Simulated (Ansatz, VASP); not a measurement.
This is a calculation of Te2Mo for Ansatz 0.2.0.

Contents of input.yaml:

```yaml
crystal:
  lattice:
    - [6.4453239976, 0.0, 0.0]
    - [0.0, 3.5262030893, 0.0]
    - [-0.0868695265, 0.0, 36.6519436197]
  atoms:
    - { symbol: Te, position: [0.4292511, 0.75, 0.54070358] }
    - { symbol: Te, position: [0.5707489, 0.25, 0.45929642] }
    - { symbol: Te, position: [0.92084787, 0.25, 0.55652732] }
    - { symbol: Te, position: [0.07915213, 0.75, 0.44347268] }
    - { symbol: Mo, position: [0.18134756, 0.25, 0.49746537] }
    - { symbol: Mo, position: [0.81865244, 0.75, 0.50253463] }
hamiltonian:
  xc: blyp
  pseudopotentials: { kind: paw }
kpoints:
  mp_grid: { grid: [4, 8, 1] }
scf:
  occupations: { method: fermi_dirac, width: 0.05 }
output:
  forces: true
  stress: true
  eigenvalues: true
```

Potentials or basis: Ansatz PAW.

The run is started by

```sh
$ ansatz run input.yaml --threads 2 --pin off --max-ram 5120MiB --backend cpu --events-out ev --progress --plain --runs-dir out
```

Problem. Translate it to VASP 6.6.1. Potentials there: VASP PAW PBE potentials, release 64 (Te, Mo_sv).

Solution. As run (the cutoff follows the program's own potentials):

The input INCAR:

```
SYSTEM = Te2Mo
PREC = Accurate
ENCUT = 520
EDIFF = 1E-6
ISMEAR = -1
SIGMA = 0.05
LREAL = .False.
LASPH = .True.
NELM = 80
ALGO = Normal
ISIF = 2
LWAVE = .False.
LCHARG = .True.
GGA = B5
ALDAX = 1.0
AGGAX = 1.0
AGGAC = 1.0
ALDAC = 0.0
LELF = .True.
LVHAR = .True.
NBANDS = 35
```

File KPOINTS:

```
regular mesh
0
Gamma
  4 8 1
  0 0 0
```

Contents of POSCAR:

```
Te2Mo
1.0
    6.4453239976      0.0000000000      0.0000000000
    0.0000000000      3.5262030893      0.0000000000
   -0.0868695265      0.0000000000     36.6519436197
Te Mo
4 2
Direct
    0.4292511000      0.7500000000      0.5407035800
    0.5707489000      0.2500000000      0.4592964200
    0.9208478700      0.2500000000      0.5565273200
    0.0791521300      0.7500000000      0.4434726800
    0.1813475600      0.2500000000      0.4974653700
    0.8186524400      0.7500000000      0.5025346300
```

Potentials or basis: VASP PAW PBE potentials, release 64 (Te, Mo_sv).

Launch:

```bash
$ cat potpaw_PBE.64/Te/POTCAR potpaw_PBE.64/Mo_sv/POTCAR > POTCAR
$ mpirun -np 1 vasp_std > vasp.out
```

Both were run:

|  | VASP | Ansatz | Ansatz less VASP |
| --- | --- | --- | --- |
| gap on the k mesh at the Fermi level (eV) | none | none | - |
| rms of the force components (eV/Å) | 0.116 | 0.092 | -0.0237 |

VASP's potentials were made for PBE, not for BLYP. Atom by atom the forces differ by 0.024 eV/Å (rms over components). A gap of «none» marks a metal or a gap that the smearing closes. With one functional, cell and mesh, what is left measures potentials, basis and numerics. VASP's potentials hold 52 valence electrons a cell and Ansatz's 92, so a difference there can come from the potentials and not from the codes.

Spin-orbit coupling is off throughout.
